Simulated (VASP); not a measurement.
A run of VASP 6.6.1:

INCAR

```
PREC = Accurate
ENCUT = 520
EDIFF = 1E-6
ISMEAR = 0
SIGMA = 0.05
LREAL = False
LASPH = True
NELM = 100
ALGO = Normal
ISIF = 2
LWAVE = False
LCHARG = True
GGA = PE
LELF = True
LVHAR = True
NBANDS = 16
```

Contents of KPOINTS:

```
Automatic mesh
0
Gamma
  8 8 8
```

POSCAR

```
GaP
1.0
    0.0000000000      2.7252500000      2.9432700000
    2.7252500000      0.0000000000      2.9432700000
    2.7252500000      2.7252500000      0.0000000000
Ga P
1 1
Direct
    0.0000000000      0.0000000000      0.0000000000
    0.7500000000      0.7500000000      0.7500000000
```

Potentials or basis: VASP PAW PBE potentials, release 64 (Ga_d, P).

Launch:

```sh
$ cat potpaw_PBE.64/Ga_d/POTCAR potpaw_PBE.64/P/POTCAR > POTCAR
$ mpirun -np 1 vasp_std > vasp.out
```

Hardware: 1 thread of Intel Xeon 8259CL, with other jobs on the host.

**Question.** Estimate the wall time of this run.

**Answer.** Run time: 78 s on 1 thread of Intel Xeon 8259CL (shared host), peak memory 0.19 GiB. Counts: scf iterations 12, k points 59.
